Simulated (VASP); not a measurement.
# V (Im-3m) in VASP: single point with PBE

Aim: the single point of V with PBE.

Program: VASP 6.6.1. These are calculated values, not measurements. Logs are shortened: lines on timing, memory, paths and dates and some standing lists are left out, and cuts for length are marked.

### 1 The cell of the first run

Symmetry: Im-3m, No. 229, cubic system. The conventional cell has a = 3.174 Å, b = 3.174 Å, c = 3.174 Å, α = 90.00°, β = 90.00°, γ = 90.00°. V (site symmetry m-3m) has 14 V at 2.75 to 3.17 Å within 3.6 Å.

### 2 Single point, PBE, collinear spin, zero start

Contents of INCAR:

```
PREC = Accurate ; ENCUT = 500
EDIFF = 1E-6 ; ISMEAR = -1
SIGMA = 0.1 ; LREAL = F
LASPH = T ; NELM = 200
ALGO = Normal ; ISIF = 2
LWAVE = F ; LCHARG = T
ISPIN = 2 ; MAGMOM = 0
LORBIT = 11 ; LMAXMIX = 4
GGA = PE ; LELF = T
LVHAR = T ; NBANDS = 16
GGA_COMPAT = F
```

Contents of KPOINTS:

```
Automatic mesh
0
Gamma
  8 8 8
```

Contents of POSCAR:

```
V
1.0
   -1.5870000000      1.5870000000      1.5870000000
    1.5870000000     -1.5870000000      1.5870000000
    1.5870000000      1.5870000000     -1.5870000000
V
1
Direct
    0.0000000000      0.0000000000      0.0000000000
```

Potentials or basis: VASP PAW PBE potentials, release 64 (V_sv).

The run is started by

```sh
$ cat potpaw_PBE.64/V_sv/POTCAR > POTCAR
$ mpirun -np 1 vasp_std > vasp.out
```

OUTCAR:

```text
PREC = Accurate
   ENCUT = 500
   EDIFF = 1E-6
   ISMEAR = -1
   LREAL = F
   LASPH = T
   NELM = 200
   ISIF = 2
   ISPIN = 2
   LORBIT = 11
   GGA = PE

 ion  position               nearest neighbor table
   1  0.000  0.000  0.000-

  LATTYP: Found a body centered cubic cell.
 ALAT       =     3.1740000000

  Lattice vectors:

 A1 = (  -1.5870000000,   1.5870000000,   1.5870000000)
 A2 = (   1.5870000000,  -1.5870000000,   1.5870000000)
 A3 = (   1.5870000000,   1.5870000000,  -1.5870000000)

Analysis of symmetry for initial positions (statically):
=====================================================================
 Subroutine PRICEL returns:
 Original cell was already a primitive cell.

 Routine SETGRP: Setting up the symmetry group for a
 body centered cubic supercell.

 Subroutine GETGRP returns: Found 48 space group operations
 (whereof 48 operations were pure point group operations)
 out of a pool of 48 trial point group operations.

The static configuration has the point symmetry O_h .

Analysis of symmetry for dynamics (positions and initial velocities):
=====================================================================
 Subroutine PRICEL returns:
 Original cell was already a primitive cell.

 Routine SETGRP: Setting up the symmetry group for a
 body centered cubic supercell.

 Subroutine GETGRP returns: Found 48 space group operations
 (whereof 48 operations were pure point group operations)
 out of a pool of 48 trial point group operations.

The dynamic configuration has the point symmetry O_h .

Analysis of structural, dynamic, and magnetic symmetry:
=====================================================================
 Subroutine PRICEL returns:
 Original cell was already a primitive cell.

 Routine SETGRP: Setting up the symmetry group for a
 body centered cubic supercell.

 Subroutine GETGRP returns: Found 48 space group operations
 (whereof 48 operations were pure point group operations)
 out of a pool of 48 trial point group operations.

The overall configuration has the point symmetry O_h .

 Subroutine INISYM returns: Found 48 space group operations
 (whereof 48 operations are pure point group operations),
 and found     1 'primitive' translations

----------------------------------------------------------------------------------------

                                     Primitive cell

  volume of cell :      15.9879

  direct lattice vectors                    reciprocal lattice vectors
    -1.587000000  1.587000000  1.587000000     0.000000000  0.315059861  0.315059861
     1.587000000 -1.587000000  1.587000000     0.315059861  0.000000000  0.315059861
     1.587000000  1.587000000 -1.587000000     0.315059861  0.315059861  0.000000000

  length of vectors
     2.748764632  2.748764632  2.748764632     0.445561929  0.445561929  0.445561929

  position of ions in fractional coordinates (direct lattice)
     0.000000000  0.000000000  0.000000000

  ion indices of the primitive-cell ions
   primitive index   ion index
                 1           1

----------------------------------------------------------------------------------------

 KPOINTS: Automatic mesh

Automatic generation of k-mesh.
 Grid dimensions read from file:
 generate k-points for:    8    8    8

 Generating k-lattice:

  Cartesian coordinates                     Fractional coordinates (reciprocal lattice)
     0.000000000  0.039382483  0.039382483     0.125000000  0.000000000  0.000000000
     0.039382483  0.000000000  0.039382483     0.000000000  0.125000000  0.000000000
     0.039382483  0.039382483  0.000000000     0.000000000  0.000000000  0.125000000

  Length of vectors
     0.055695241  0.055695241  0.055695241

  Shift w.r.t. Gamma in fractional coordinates (k-lattice)
     0.000000000  0.000000000  0.000000000

 Subroutine IBZKPT returns following result:
 ===========================================

 Found     29 irreducible k-points:

 Following reciprocal coordinates:
            Coordinates               Weight
  0.000000  0.000000  0.000000      1.000000
  0.125000  0.000000  0.000000     12.000000
  0.250000  0.000000  0.000000     12.000000
  0.375000  0.000000  0.000000     12.000000
  0.500000  0.000000  0.000000      6.000000
  0.125000  0.125000  0.000000     24.000000
[... 16 lines left out ...]
 -0.250000  0.250000  0.250000      6.000000
 -0.375000  0.375000  0.250000     24.000000
 [... further k-points ...]
   k-points           NKPTS =     29   k-points in BZ     NKDIM =     29   number of bands    NBANDS=     16
   number of dos      NEDOS =    301   number of ions     NIONS =      1
   total plane-waves  NPLWV =   8000
   dimension x,y,z NGX =    20 NGY =   20 NGZ =   20
   dimension x,y,z NGXF=    40 NGYF=   40 NGZF=   40
   ions per type =               1
   NGX,Y,Z   is equivalent  to a cutoff of  12.10, 12.10, 12.10 a.u.
   NGXF,Y,Z  is equivalent  to a cutoff of  24.19, 24.19, 24.19 a.u.
 SYSTEM =  unknown system
   PREC   = accura    normal or accurate (medium, high low for compatibility)
   ISTART =      0    job   : 0-new  1-cont  2-samecut
   ICHARG =      2    charge: 1-file 2-atom 10-const
   ISPIN  =      2    spin polarized calculation?
   LNONCOLLINEAR =      F non collinear calculations
   LSORBIT =      F    spin-orbit coupling
   LASPH  =      T    aspherical Exc in radial PAW
   ENCUT  =  500.0 eV  36.75 Ry    6.06 a.u.   5.01  5.01  5.01*2*pi/ulx,y,z
   NELM   =    200;   NELMIN=  2; NELMDL= -5     # of ELM steps
   EDIFF  = 0.1E-05   stopping-criterion for ELM
   LREAL  =      F    real-space projection
   EDIFFG = 0.1E-04   stopping-criterion for IOM
   NSW    =      0    number of steps for IOM
   IBRION =     -1    ionic relax: 0-MD 1-quasi-New 2-CG
   NFREE  =      0    steps in history (QN), initial steepest desc. (CG)
   ISIF   =      2    stress and relaxation
   ISYM   =      2    0-nonsym 1-usesym 2-fastsym
   POTIM  = 0.5000    time-step for ionic-motion
   TEBEG  =    0.0;   TEEND  =   0.0 temperature during run
   PSTRESS=    0.0 pullay stress
   NELECT =      13.0000    total number of electrons
   NUPDOWN=      -1.0000    fix difference up-down
   EMIN   =  10.00;   EMAX   =-10.00  energy-range for DOS
   EFERMI =   0.00;   METHOD = LEGACY
   ISMEAR =    -1;   SIGMA  =   0.10  broadening in eV -4-tet -1-fermi 0-gaus
   EFERMI_NEDOS =   21; number of points for ismear=-14 and -15
   IALGO  =     38    algorithm
   IMIX   =      4    mixing-type and parameters
     AMIX     =   0.40;   BMIX     =  1.00
     AMIX_MAG =   1.60;   BMIX_MAG =  1.00
  volume/ion in A,a.u.               =      15.99       107.89
  Fermi-wavevector in a.u.,A,eV,Ry     =   1.528008  2.887517 31.767007  2.334809
  Thomas-Fermi vector in A             =   2.635826
   LORBIT       =     11    0 simple, 1 ext, 2 COOP (PROOUT), +10 PAW based schemes
   GGA     = PE    functional components
   LHFCALC =     F    Hartree Fock is set to
   AEXX    =    0.0000 exact exchange contribution
   IVDW    =     0    specifies the selected vdW correction
   LEPSILON=     F    determine dielectric tensor
   LRPA    =     F    only Hartree local field effects (RPA)
 spin polarized calculation
  energy-cutoff  :      500.00
  volume of cell :       15.99
 maximum number of plane-waves:       420
   NGX =  9   NGY =  9   NGZ =  9

 number of electron      12.9999986 magnetization       0.0000008

 number of electron      12.9999986 magnetization      -0.0000003

 Free energy of the ion-electron system (eV)
  ---------------------------------------------------
  ext. energy  EPLUGINS =         0.00000000
  ---------------------------------------------------
  free energy    TOTEN  =        -8.82781683 eV

  energy without entropy =       -8.75902032  energy(sigma->0) =       -8.79341857

 E-fermi :   7.7701     XC(G=0): -11.9993

 val. band max:        7.7616750499   @ k =  -0.2500   0.2500   0.1250
 cond. band min:       7.7964086024   @ k =  -0.2500   0.2500   0.1250
 fundamental gap:      0.0347335525
 Fermi energy:         7.7700582397

 spin component 1

 k-point     1 :       0.0000    0.0000    0.0000
  band No.  band energies     occupation
      1     -56.1845      1.00000
      2     -29.6988      1.00000
      3     -29.6988      1.00000
      4     -29.6988      1.00000
      5       1.5680      1.00000
      6       8.1079      0.03296
[... 8 lines left out ...]
     15      32.5535      0.00000
     16      35.6134      0.00000

 k-point     2 :       0.1250    0.0000    0.0000
  band No.  band energies     occupation
      1     -56.1702      1.00000
      2     -29.7766      1.00000
      3     -29.7237      1.00000
      4     -29.6991      1.00000
      5       2.0998      1.00000
      6       7.9112      0.19605
[... 8 lines left out ...]
     15      32.0043      0.00000
     16      32.1350      0.00000
[... 387 lines left out ...]
      5       4.9490      1.00000
      6       7.4243      0.96947
[... 8 lines left out ...]
     15      35.0937      0.00000
     16      35.0937      0.00000

 k-point    24 :      -0.3750    0.3750    0.2500
  band No.  band energies     occupation
      1     -56.0634      1.00000
      2     -30.0815      1.00000
      3     -29.9382      1.00000
      4     -29.8886      1.00000
      5       5.7970      1.00000
      6       6.6467      0.99999
[... 8 lines left out ...]
     15      33.5901      0.00000
     16      34.3573      0.00000

 [... further k-points ...]

 spin component 2

 k-point     1 :       0.0000    0.0000    0.0000
  band No.  band energies     occupation
      1     -56.1845      1.00000
      2     -29.6988      1.00000
      3     -29.6988      1.00000
      4     -29.6988      1.00000
      5       1.5680      1.00000
      6       8.1079      0.03296
[... 8 lines left out ...]
     15      32.5535      0.00000
     16      35.7311      0.00000

 k-point     2 :       0.1250    0.0000    0.0000
  band No.  band energies     occupation
      1     -56.1702      1.00000
      2     -29.7766      1.00000
      3     -29.7237      1.00000
      4     -29.6991      1.00000
      5       2.0998      1.00000
      6       7.9112      0.19605
[... 8 lines left out ...]
     15      32.0043      0.00000
     16      32.1350      0.00000
[... 387 lines left out ...]
      5       4.9490      1.00000
      6       7.4243      0.96947
[... 8 lines left out ...]
     15      35.0937      0.00000
     16      35.0937      0.00000

 k-point    24 :      -0.3750    0.3750    0.2500
  band No.  band energies     occupation
      1     -56.0634      1.00000
      2     -30.0815      1.00000
      3     -29.9382      1.00000
      4     -29.8886      1.00000
      5       5.7970      1.00000
      6       6.6467      0.99999
[... 8 lines left out ...]
     15      33.5901      0.00000
     16      34.3573      0.00000

 [... further k-points ...]

------------------------ aborting loop because EDIFF is reached ----------------------------------------

  FORCE on cell =-STRESS in cart. coord.  units (eV):
  Direction    XX          YY          ZZ          XY          YZ          ZX
  --------------------------------------------------------------------------------------
  -------------------------------------------------------------------------------------
  Total       -2.2315643     -2.2315643     -2.2315643      0.0000000      0.0000000      0.0000000
  in kB     -223.6295618   -223.6295618   -223.6295618      0.0000000      0.0000000      0.0000000
  external PRESSURE =    -223.6295618 kB  Pullay stress =       0.0000000 kB

 VOLUME and BASIS-vectors are now :
 -----------------------------------------------------------------------------
  energy-cutoff  :      500.00
  volume of cell :       15.99
      direct lattice vectors                 reciprocal lattice vectors
    -1.587000000  1.587000000  1.587000000     0.000000000  0.315059861  0.315059861
     1.587000000 -1.587000000  1.587000000     0.315059861  0.000000000  0.315059861
     1.587000000  1.587000000 -1.587000000     0.315059861  0.315059861  0.000000000

 POSITION                                       TOTAL-FORCE (eV/Angst)
 -----------------------------------------------------------------------------------
      0.00000      0.00000      0.00000         0.000000      0.000000     -0.000000
 -----------------------------------------------------------------------------------
    total drift:                                0.000000     -0.000000     -0.000000

  FREE ENERGIE OF THE ION-ELECTRON SYSTEM (eV)
  ---------------------------------------------------
  free  energy   TOTEN  =        -8.8278168334 eV

  energy  without entropy=       -8.7590203162  energy(sigma->0) =       -8.79341857

 total charge

# of ion       s       p       d       tot
------------------------------------------
    1        2.296   6.166   2.944  11.405

 magnetization (x)

# of ion       s       p       d       tot
------------------------------------------
    1       -0.000   0.000   0.000   0.000
```

Run time: 6.4 s. Hardware: 1 thread of AMD EPYC 9R45 (Zen 5), shared host; peak memory 0.1 GiB.

Results:

```
Free energy                                           : -8.8278 eV
Pressure                                              : -22.4 GPa
Net moment                                            : 0.00 μB per cell
Valence electrons inside the program's atomic spheres : V 11.40
```
